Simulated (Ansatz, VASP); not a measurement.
## One calculation of TiO, two programs

```
Ti O
1.0
     2.85161    0.00000    0.00000
    -1.42580    2.46956    0.00000
     0.00000    0.00000    5.56750
Ti O
2 2
Direct
  0.33333 0.66667 0.25000
  0.66667 0.33333 0.75000
  0.00000 0.00000 0.00000
  0.00000 0.00000 0.50000
```

Alike in both runs: task single point; functional PBEsol; k mesh 3 × 3 × 2; occupations gaussian, width 0.1 eV; no spin polarisation.

```csv
,VASP,Ansatz
version,VASP 6.6.1,Ansatz 0.2.0
potentials or method,"VASP PAW PBE potentials, release 64 (Ti_sv, O), cutoff 520 eV","scalar-relativistic, plane waves, PAW"
valence electrons in the cell,36,36
```

```tsv
	VASP	Ansatz	Ansatz less VASP
gap on the k mesh at the Fermi level (eV)	none	none	-
pressure (GPa)	-8.3	-9.0	-0.68
traceless stress, the component that is largest in VASP (GPa)	-2.90	-2.94	-0.043
```

VASP's potentials were made for PBE, not for PBEsol. A gap of «none» marks a metal or a gap that the smearing closes.

The k mesh is coarse, so the values compare programs but aren't converged.
